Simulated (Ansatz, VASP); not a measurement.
Mg in VASP and in Ansatz

```
CELL_PARAMETERS angstrom
3.13250 0.00000 0.00000
-1.56625 2.71283 0.00000
0.00000 0.00000 5.08489
ATOMIC_POSITIONS crystal
Mg 0.33333 0.66667 0.25000
Mg 0.66667 0.33333 0.75000
```

Alike in both runs: task single point; functional LDA; k mesh 12 × 12 × 6; occupations methfessel-paxton of order 1, width 0.1 eV; no spin polarisation.

|  | VASP | Ansatz |
| --- | --- | --- |
| version | VASP 6.6.1 | Ansatz 0.2.0 |
| potentials or method | VASP PAW LDA potentials, release 64 (Mg), cutoff 520 eV | plane waves (420 eV) with PAW, scalar-relativistic |
| valence electrons in the cell | 4 | 20 |

|  | VASP | Ansatz | Ansatz less VASP |
| --- | --- | --- | --- |
| pressure (GPa) | -0.3 | 0.0 | +0.34 |
| traceless stress, the component that is largest in VASP (GPa) | -0.59 | -0.58 | +0.007 |

Ansatz warns that its potentials were made for another functional, while VASP's fit it. LDA's correlation is that of Perdew and Zunger in VASP and of Perdew and Wang (1992) in Ansatz. VASP's potentials hold 4 valence electrons a cell and Ansatz's 20, so a difference there can come from the potentials and not from the codes.
